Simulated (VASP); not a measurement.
Write the native input for VASP 6.6.1 that does the following.

```
Task                   : single point
Functional             : PBE
Potentials or basis    : VASP PAW PBE potentials, release 64 (Ba_sv)
Cutoff                 : 520 eV
k mesh                 : 12 × 12 × 12
Occupations            : gaussian, width 0.1 eV
Spin                   : no spin polarisation
Dipole correction      : no
Further INCAR settings : ALGO = Fast; EDIFF = 1e-07; NBANDS = 11
```

The structure of Ba lies in POSCAR:

```
Ba
1.0
   -2.5000000000      2.5000000000      2.5000000000
    2.5000000000     -2.5000000000      2.5000000000
    2.5000000000      2.5000000000     -2.5000000000
Ba
1
Direct
    0.0000000000      0.0000000000      0.0000000000
```

These files were run (other wordings do the same):

INCAR

```
SYSTEM = Ba
ALGO = Fast ; EDIFF = 1E-7
ENCUT = 520 ; GGA = PE
ISIF = 2 ; ISMEAR = 0
LASPH = .True. ; LCHARG = .True.
LELF = .True. ; LREAL = .False.
LVHAR = .True. ; LWAVE = .False.
NBANDS = 11 ; NELM = 80
PREC = Accurate ; SIGMA = 0.1
```

KPOINTS

```
k-points
0
Gamma
  12 12 12
  0 0 0
```

Potentials or basis: VASP PAW PBE potentials, release 64 (Ba_sv).

Launch:

```console
$ cat potpaw_PBE.64/Ba_sv/POTCAR > POTCAR
$ mpirun -np 1 vasp_std > vasp.out
```

It gave:

```
Pressure               : 0.2 GPa
Band gap on the k mesh : zero (bands 5 and 6 overlap by 1.08 eV)
```

Caveat: spin-orbit coupling is left out, which moves the levels of the heavy elements.

Wall time 16 s on 1 thread of Intel(R) Xeon(R) Platinum 8481C CPU @ 2.70GHz (Sapphire Rapids), with other jobs on the host, peak memory 0.2 GiB.
